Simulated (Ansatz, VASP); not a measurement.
# One calculation of ZrB2, two programs

```xyz
3
Lattice="3.1705 0.0000 0.0000 -1.5853 2.7457 0.0000 0.0000 0.0000 3.5442" Properties=species:S:1:pos:R:3 pbc="T T T"
Zr    0.0000    0.0000    0.0000
B     0.0000    1.8305    1.7721
B     1.5853    0.9152    1.7721
```

Alike in both runs: functional PBE; k mesh 10 × 10 × 8; no spin polarisation.

Ansatz relaxed the structure, and its values are those at the end. VASP's run is a single point on that final structure, the one shown.

|  | VASP | Ansatz |
| --- | --- | --- |
| version | VASP 6.6.1 | Ansatz 0.2.0 |
| potentials or method | VASP PAW PBE potentials, release 64 (Zr_sv, B), cutoff 520 eV | plane waves, PAW |
| occupations | fermi-dirac, width 0.1 eV | fermi-dirac |
| valence electrons in the cell | 18 | 18 |

|  | VASP | Ansatz | Ansatz less VASP |
| --- | --- | --- | --- |
| pressure (GPa) | 0.2 | 0.0 | -0.16 |
